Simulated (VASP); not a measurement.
# PbSe (Clausthalite) (Fm-3m) in VASP: settings compared

PbSe (Clausthalite) is run at these levels: r2SCAN+D4, r2SCAN, r2SCAN+rVV10; tasks: single point, relaxation of cell and atoms.

Program: VASP 6.6.1. These are calculated values, not measurements. Logs are shortened: lines on timing, memory, paths and dates and some standing lists are left out, and cuts for length are marked.

## 1. The cell of the first run

It takes space group Fm-3m (No. 225, cubic). The conventional cell has a = 6.149 Å, b = 6.149 Å, c = 6.149 Å, α = 90.00°, β = 90.00°, γ = 90.00°. Pb (site symmetry m-3m) has 6 Se at 3.07 Å within 4.0 Å. Se (site symmetry m-3m) has 6 Pb at 3.07 Å within 4.0 Å.

## 2. Single point, r2SCAN+D4

POSCAR

```
PbSe
1.0
    0.0000000000      3.0744856794      3.0744856794
    3.0744856794      0.0000000000      3.0744856794
    3.0744856794      3.0744856794      0.0000000000
Pb Se
1 1
Direct
    0.0000000000      0.0000000000      0.0000000000
    0.5000000000      0.5000000000      0.5000000000
```

INCAR.step1

```
PREC = Accurate
ENCUT = 520
ISMEAR = 0
SIGMA = 0.01
LREAL = False
LASPH = True
NELM = 80
NBANDS = 17
GGA = PE
ALGO = Normal
EDIFF = 1E-4
LWAVE = True
LCHARG = False
```

INCAR.step2

```
PREC = Accurate
ENCUT = 520
EDIFF = 1E-6
ISMEAR = 0
SIGMA = 0.01
LREAL = False
LASPH = True
NELM = 80
ALGO = Normal
ISIF = 2
LWAVE = False
LCHARG = False
METAGGA = R2SCAN
LMIXTAU = True
IVDW = 13
VDW_S6 = 1.0
VDW_S8 = 0.6018749
VDW_A1 = 0.51559235
VDW_A2 = 5.77342911
NBANDS = 17
ISTART = 1
```

KPOINTS

```
Automatic mesh
0
Gamma
  5 5 5
```

Potentials or basis: VASP PAW PBE potentials, release 64 (Pb_d, Se).

Run with:

```console
> cat potpaw_PBE.64/Pb_d/POTCAR potpaw_PBE.64/Se/POTCAR > POTCAR
> cp INCAR.step1 INCAR
> mpirun -np 1 vasp_std > vasp.out
> cp INCAR.step2 INCAR
> mpirun -np 1 vasp_std > vasp.out
```

OUTCAR:

```text
PREC = Accurate
   ENCUT = 520
   EDIFF = 1E-6
   ISMEAR = 0
   LREAL = False
   LASPH = True
   NELM = 80
   ISIF = 2
   METAGGA = R2SCAN
   IVDW = 13
   ISTART = 1

 ion  position               nearest neighbor table
   1  0.000  0.000  0.000-   2 3.07   2 3.07   2 3.07   2 3.07   2 3.07   2 3.07
   2  0.500  0.500  0.500-   1 3.07   1 3.07   1 3.07   1 3.07   1 3.07   1 3.07

  LATTYP: Found a face centered cubic cell.
 ALAT       =     6.1489713588

  Lattice vectors:

 A1 = (   0.0000000000,   3.0744856794,   3.0744856794)
 A2 = (   3.0744856794,   0.0000000000,   3.0744856794)
 A3 = (   3.0744856794,   3.0744856794,   0.0000000000)

Analysis of symmetry for initial positions (statically):
=====================================================================
 Subroutine PRICEL returns:
 Original cell was already a primitive cell.

 Routine SETGRP: Setting up the symmetry group for a
 face centered cubic supercell.

 Subroutine GETGRP returns: Found 48 space group operations
 (whereof 48 operations were pure point group operations)
 out of a pool of 48 trial point group operations.

The static configuration has the point symmetry O_h .

Analysis of symmetry for dynamics (positions and initial velocities):
=====================================================================
 Subroutine PRICEL returns:
 Original cell was already a primitive cell.

 Routine SETGRP: Setting up the symmetry group for a
 face centered cubic supercell.

 Subroutine GETGRP returns: Found 48 space group operations
 (whereof 48 operations were pure point group operations)
 out of a pool of 48 trial point group operations.

The dynamic configuration has the point symmetry O_h .

 Subroutine INISYM returns: Found 48 space group operations
 (whereof 48 operations are pure point group operations),
 and found     1 'primitive' translations

----------------------------------------------------------------------------------------

                                     Primitive cell

  volume of cell :      58.1229

  direct lattice vectors                    reciprocal lattice vectors
     0.000000000  3.074485679  3.074485679    -0.162628827  0.162628827  0.162628827
     3.074485679  0.000000000  3.074485679     0.162628827 -0.162628827  0.162628827
     3.074485679  3.074485679  0.000000000     0.162628827  0.162628827 -0.162628827

  length of vectors
     4.347979345  4.347979345  4.347979345     0.281681391  0.281681391  0.281681391

  position of ions in fractional coordinates (direct lattice)
     0.000000000  0.000000000  0.000000000
     0.500000000  0.500000000  0.500000000

  ion indices of the primitive-cell ions
   primitive index   ion index
                 1           1
                 2           2

----------------------------------------------------------------------------------------

 KPOINTS: Automatic mesh

Automatic generation of k-mesh.
 Grid dimensions read from file:
 generate k-points for:    5    5    5

 Generating k-lattice:

  Cartesian coordinates                     Fractional coordinates (reciprocal lattice)
    -0.032525765  0.032525765  0.032525765     0.200000000  0.000000000  0.000000000
     0.032525765 -0.032525765  0.032525765     0.000000000  0.200000000  0.000000000
     0.032525765  0.032525765 -0.032525765     0.000000000  0.000000000  0.200000000

  Length of vectors
     0.056336278  0.056336278  0.056336278

  Shift w.r.t. Gamma in fractional coordinates (k-lattice)
     0.000000000  0.000000000  0.000000000

 Subroutine IBZKPT returns following result:
 ===========================================

 Found     10 irreducible k-points:

 Following reciprocal coordinates:
            Coordinates               Weight
  0.000000  0.000000  0.000000      1.000000
  0.200000  0.000000  0.000000      8.000000
  0.400000  0.000000  0.000000      8.000000
  0.200000  0.200000  0.000000      6.000000
  0.400000  0.200000  0.000000     24.000000
 -0.400000  0.200000  0.000000     24.000000
 -0.200000  0.200000  0.000000     12.000000
  0.400000  0.400000  0.000000      6.000000
 -0.400000  0.400000  0.000000     12.000000
 -0.400000  0.400000  0.200000     24.000000
   k-points           NKPTS =     10   k-points in BZ     NKDIM =     10   number of bands    NBANDS=     17
   number of dos      NEDOS =    301   number of ions     NIONS =      2
   total plane-waves  NPLWV =  32768
   dimension x,y,z NGX =    32 NGY =   32 NGZ =   32
   dimension x,y,z NGXF=    64 NGYF=   64 NGZF=   64
   ions per type =               1   1
   NGX,Y,Z   is equivalent  to a cutoff of  12.24, 12.24, 12.24 a.u.
   NGXF,Y,Z  is equivalent  to a cutoff of  24.47, 24.47, 24.47 a.u.
 SYSTEM =  unknown system
   PREC   = accura    normal or accurate (medium, high low for compatibility)
   ISTART =      1    job   : 0-new  1-cont  2-samecut
   ICHARG =      0    charge: 1-file 2-atom 10-const
   ISPIN  =      1    spin polarized calculation?
   LNONCOLLINEAR =      F non collinear calculations
   LSORBIT =      F    spin-orbit coupling
   LASPH  =      T    aspherical Exc in radial PAW
   ENCUT  =  520.0 eV  38.22 Ry    6.18 a.u.   8.08  8.08  8.08*2*pi/ulx,y,z
   NELM   =     80;   NELMIN=  2; NELMDL=  0     # of ELM steps
   EDIFF  = 0.1E-05   stopping-criterion for ELM
   LREAL  =      F    real-space projection
   EDIFFG = 0.1E-04   stopping-criterion for IOM
   NSW    =      0    number of steps for IOM
   IBRION =     -1    ionic relax: 0-MD 1-quasi-New 2-CG
   NFREE  =      0    steps in history (QN), initial steepest desc. (CG)
   ISIF   =      2    stress and relaxation
   ISYM   =      2    0-nonsym 1-usesym 2-fastsym
   POTIM  = 0.5000    time-step for ionic-motion
   TEBEG  =    0.0;   TEEND  =   0.0 temperature during run
   PSTRESS=    0.0 pullay stress
   NELECT =      20.0000    total number of electrons
   NUPDOWN=      -1.0000    fix difference up-down
   EMIN   =  10.00;   EMAX   =-10.00  energy-range for DOS
   EFERMI =   0.00;   METHOD = LEGACY
   ISMEAR =     0;   SIGMA  =   0.01  broadening in eV -4-tet -1-fermi 0-gaus
   EFERMI_NEDOS =   21; number of points for ismear=-14 and -15
   IALGO  =     38    algorithm
   IMIX   =      4    mixing-type and parameters
     AMIX     =   0.40;   BMIX     =  1.00
     AMIX_MAG =   1.60;   BMIX_MAG =  1.00
  volume/ion in A,a.u.               =      29.06       196.12
  Fermi-wavevector in a.u.,A,eV,Ry     =   1.147191  2.167876 17.905906  1.316047
  Thomas-Fermi vector in A             =   2.283872
   LORBIT       =      0    0 simple, 1 ext, 2 COOP (PROOUT), +10 PAW based schemes
   METAGGA = R2SCAN    functional components
   LHFCALC =     F    Hartree Fock is set to
   AEXX    =    0.0000 exact exchange contribution
   IVDW    =    13    specifies the selected vdW correction
   LEPSILON=     F    determine dielectric tensor
   LRPA    =     F    only Hartree local field effects (RPA)
 non-spin polarized calculation
 Gauss-broadening in eV      SIGMA  =   0.01
  energy-cutoff  :      520.00
  volume of cell :       58.12
 maximum number of plane-waves:      1584
   NGX = 17   NGY = 17   NGZ = 17

 number of electron      19.9999995 magnetization

 Free energy of the ion-electron system (eV)
  ---------------------------------------------------
  ext. energy  EPLUGINS =         0.00000000
  ---------------------------------------------------
  free energy    TOTEN  =       -71.94463474 eV

  energy without entropy =      -71.94463474  energy(sigma->0) =      -71.94463474

 E-fermi :   4.5375     XC(G=0): -10.0035

 val. band max:        4.4196043957   @ k =   0.4000   0.0000   0.0000
 cond. band min:       5.8130815400   @ k =   0.4000   0.0000   0.0000
 fundamental gap:      1.3934771443
 Fermi energy:         4.5375154479

 k-point     1 :       0.0000    0.0000    0.0000
  band No.  band energies     occupation
      1     -12.7000      2.00000
      2     -12.7000      2.00000
      3     -12.7000      2.00000
      4     -12.6963      2.00000
      5     -12.6963      2.00000
      6      -9.2872      2.00000
[... 9 lines left out ...]
     16      11.7339      0.00000
     17      13.4177      0.00000

 k-point     2 :       0.2000    0.0000    0.0000
  band No.  band energies     occupation
      1     -12.7057      2.00000
      2     -12.7057      2.00000
      3     -12.6988      2.00000
      4     -12.6886      2.00000
      5     -12.6886      2.00000
      6      -8.9909      2.00000
[... 9 lines left out ...]
     16      12.5562      0.00000
     17      15.6885      0.00000

 k-point     3 :       0.4000    0.0000    0.0000
  band No.  band energies     occupation
      1     -12.7196      2.00000
      2     -12.7196      2.00000
      3     -12.6973      2.00000
      4     -12.6713      2.00000
      5     -12.6713      2.00000
      6      -8.3598      2.00000
[... 9 lines left out ...]
     16      14.5939      0.00000
     17      16.4078      0.00000

 k-point     4 :       0.2000    0.2000    0.0000
  band No.  band energies     occupation
      1     -12.7266      2.00000
      2     -12.7059      2.00000
      3     -12.6902      2.00000
      4     -12.6861      2.00000
      5     -12.6861      2.00000
      6      -8.8825      2.00000
[... 9 lines left out ...]
     16      13.9389      0.00000
     17      14.3818      0.00000

 k-point     5 :       0.4000    0.2000    0.0000
  band No.  band energies     occupation
      1     -12.7536      2.00000
      2     -12.7028      2.00000
      3     -12.6991      2.00000
      4     -12.6766      2.00000
      5     -12.6684      2.00000
      6      -8.3362      2.00000
[... 9 lines left out ...]
     16      15.6509      0.00000
     17      16.3812      0.00000

 k-point     6 :      -0.4000    0.2000    0.0000
  band No.  band energies     occupation
      1     -12.7485      2.00000
      2     -12.7110      2.00000
      3     -12.6908      2.00000
      4     -12.6780      2.00000
      5     -12.6694      2.00000
      6      -8.0641      2.00000
[... 9 lines left out ...]
     16      14.5869      0.00000
     17      17.0109      0.00000

 k-point     7 :      -0.2000    0.2000    0.0000
  band No.  band energies     occupation
      1     -12.7199      2.00000
      2     -12.7123      2.00000
      3     -12.6952      2.00000
      4     -12.6846      2.00000
      5     -12.6780      2.00000
      6      -8.5584      2.00000
[... 9 lines left out ...]
     16      14.8293      0.00000
     17      15.4280      0.00000

 k-point     8 :       0.4000    0.4000    0.0000
  band No.  band energies     occupation
      1     -12.8101      2.00000
      2     -12.7153      2.00000
      3     -12.6801      2.00000
      4     -12.6621      2.00000
      5     -12.6621      2.00000
      6      -8.0202      2.00000
[... 9 lines left out ...]
     16      16.3267      0.00000
     17      17.5432      0.00000

 k-point     9 :      -0.4000    0.4000    0.0000
  band No.  band energies     occupation
      1     -12.8050      2.00000
      2     -12.7068      2.00000
      3     -12.6887      2.00000
      4     -12.6657      2.00000
      5     -12.6616      2.00000
      6      -7.8393      2.00000
[... 9 lines left out ...]
     16      16.0011      0.00000
     17      17.9890      0.00000

 k-point    10 :      -0.4000    0.4000    0.2000
  band No.  band energies     occupation
      1     -12.7807      2.00000
      2     -12.6995      2.00000
      3     -12.6965      2.00000
      4     -12.6775      2.00000
      5     -12.6624      2.00000
      6      -7.9314      2.00000
[... 9 lines left out ...]
     16      16.6515      0.00000
     17      16.7085      0.00000

------------------------ aborting loop because EDIFF is reached ----------------------------------------

  DFT-D4 for vdW energy calculation

  Edisp (eV):   -0.26604

  FORCE on cell =-STRESS in cart. coord.  units (eV):
  Direction    XX          YY          ZZ          XY          YZ          ZX
  --------------------------------------------------------------------------------------
  -------------------------------------------------------------------------------------
  Total       0.00391     0.00391     0.00391    -0.00000    -0.00000     0.00000
  in kB       0.10786     0.10786     0.10786    -0.00000    -0.00000     0.00000
  external pressure =        0.11 kB  Pullay stress =        0.00 kB

 VOLUME and BASIS-vectors are now :
 -----------------------------------------------------------------------------
  energy-cutoff  :      520.00
  volume of cell :       58.12
      direct lattice vectors                 reciprocal lattice vectors
     0.000000000  3.074485679  3.074485679    -0.162628827  0.162628827  0.162628827
     3.074485679  0.000000000  3.074485679     0.162628827 -0.162628827  0.162628827
     3.074485679  3.074485679  0.000000000     0.162628827  0.162628827 -0.162628827

 POSITION                                       TOTAL-FORCE (eV/Angst)
 -----------------------------------------------------------------------------------
      0.00000      0.00000      0.00000         0.000000      0.000000     -0.000000
      3.07449      3.07449      3.07449        -0.000000     -0.000000      0.000000
 -----------------------------------------------------------------------------------
    total drift:                                0.000000     -0.000000     -0.000000

  FREE ENERGIE OF THE ION-ELECTRON SYSTEM (eV)
  ---------------------------------------------------
  free  energy   TOTEN  =       -72.2106781701 eV

  energy  without entropy=      -72.2106781701  energy(sigma->0) =      -72.21067817
```

Run time: 15 s. Hardware: 1 thread of Intel Xeon 6975P-C (Granite Rapids), shared host; peak memory 0.18 GiB.

Results:

```
Free energy                : -72.2107 eV
Pressure                   : 0.0 GPa
Dispersion energy per atom : -0.133 eV
```

Levels at points of the mesh, in eV from the Fermi level:
| k point | band 8 | band 9 | band 10 | band 11 | band 12 | band 13 |
| --- | --- | --- | --- | --- | --- | --- |
| (0.00, 0.00, 0.00) | -1.76 | -1.76 | -1.76 | 5.22 | 5.22 | 5.22 |

Caveat: this odd mesh misses L, where the gap lies, so gap, dielectric constants and Born charges aren't listed; the PAW data sets were made with another functional, which shifts forces and pressure a little; spin-orbit coupling is left out, which moves the levels of the heavy elements.

## 3. Relaxation of cell and atoms, r2SCAN

This run uses another cell than the first one, of 28.67 Å³/atom, 0.987 times its volume.

POSCAR

```
PbSe
1.0
    0.0000000000      3.0606500000      3.0606500000
    3.0606500000      0.0000000000      3.0606500000
    3.0606500000      3.0606500000      0.0000000000
Pb Se
1 1
Direct
    0.0000000000      0.0000000000      0.0000000000
    0.5000000000      0.5000000000      0.5000000000
```

INCAR.step1

```
PREC = Accurate
ENCUT = 600
ISMEAR = 0
SIGMA = 0.01
LREAL = F
LASPH = T
NELM = 60
GGA = PE
ALGO = Normal
EDIFF = 1E-4
LWAVE = T
LCHARG = F
```

INCAR.step2

```
PREC = Accurate
ENCUT = 600
EDIFF = 1E-6
ISMEAR = 0
SIGMA = 0.01
LREAL = F
LASPH = T
NELM = 60
ALGO = Normal
ISIF = 3
LWAVE = F
LCHARG = F
METAGGA = R2SCAN
LMIXTAU = T
IBRION = 2
NSW = 50
EDIFFG = -0.01
ISTART = 1
```

KPOINTS

```
regular mesh
0
Gamma
  5 5 5
```

Potentials or basis: VASP PAW PBE potentials, release 64 (Pb_d, Se).

Run with:

```console
> cat potpaw_PBE.64/Pb_d/POTCAR potpaw_PBE.64/Se/POTCAR > POTCAR
> cp INCAR.step1 INCAR
> mpirun -np 1 vasp_std > vasp.out
> cp INCAR.step2 INCAR
> mpirun -np 1 vasp_std > vasp.out
```

Wall time 60 s (1 thread of Intel Xeon 6975P-C (Granite Rapids), shared host); peak memory 0.23 GiB.

The run converged. Its results:

```yaml
Free_energy: -71.9469 eV
Relaxed_volume: 29.44 Å³/atom
Relaxed_cell: a = 4.367 Å, b = 4.367 Å, c = 4.367 Å, α = 60.00°, β = 60.00°, γ = 60.00°
Space_group_after_relaxing_to_0.05_Å: Fm-3m (No. 225)
Energy_gained_by_relaxing: 3.4 meV/atom
Ionic_steps: 3
Pressure_after_relaxing: 0.0 GPa
```

Step by step:
```tsv
step	energy change (eV)	largest force (eV/Å)	pressure (GPa)	volume (Å³)
1	0.0000	0.0000	1.45	57.34
2	-0.0056	0.0000	-0.54	59.52
3	-0.0067	0.0000	0.01	58.87
```

Final structure:
```xyz
2
Lattice="0.0000 3.0876 3.0876 3.0876 0.0000 3.0876 3.0876 3.0876 0.0000" Properties=species:S:1:pos:R:3 pbc="T T T"
Pb    0.0000    0.0000    0.0000
Se    3.0876    3.0876    3.0876
```

Levels at points of the mesh, in eV from the Fermi level:
| k point | band 7 | band 8 | band 9 | band 10 | band 11 | band 12 | band 13 | band 14 |
| --- | --- | --- | --- | --- | --- | --- | --- | --- |
| (0.00, 0.00, 0.00) | -6.20 | -1.70 | -1.70 | -1.70 | 5.18 | 5.18 | 5.18 | 7.22 |

Caveat: this odd mesh misses L, where the gap lies, so gap, dielectric constants and Born charges aren't listed; the PAW data sets were made with another functional, which shifts forces and pressure a little; spin-orbit coupling is left out, which moves the levels of the heavy elements. Zero-point motion and thermal expansion aren't in these numbers.

(Continued in part 2 of 2.)
